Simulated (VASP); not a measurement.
Crystal: CaO.

```
Ca O
1.0
     2.75979    0.00000    0.00000
     0.00000    2.75979    0.00000
     0.00000    0.00000    2.90321
Ca O
1 1
Direct
  0.00000 0.00000 0.00000
  0.50000 0.50000 0.50000
```

This cell differs from its parent crystal: biaxial xy strain -4.9%.

Base run:

* Program: VASP 6.6.1
* Functional: PBE
* Potentials or basis: VASP PAW PBE potentials, release 64 (Ca_sv, O)
* Cutoff: 520 eV
* k mesh: 8 × 8 × 8
* Occupations: fermi-dirac, width 0.02 eV
* Spin: no spin polarisation

Its results: band gap on the k mesh 2.49 eV, indirect (least direct gap 2.76 eV); pressure 20.1 GPa.

Problem. The run is repeated on the same cell with these changes: functional from PBE to r2SCAN; occupations from fermi-dirac, width 0.02 eV to gaussian, width 0.01 eV. What comes out?

Solution. Band gap on the k mesh 3.02 eV, indirect (least direct gap 3.29 eV); pressure 17.0 GPa.

Caveats: the PAW data sets were made with another functional, which shifts forces and pressure a little (some runs).

A k mesh can miss the band edges.
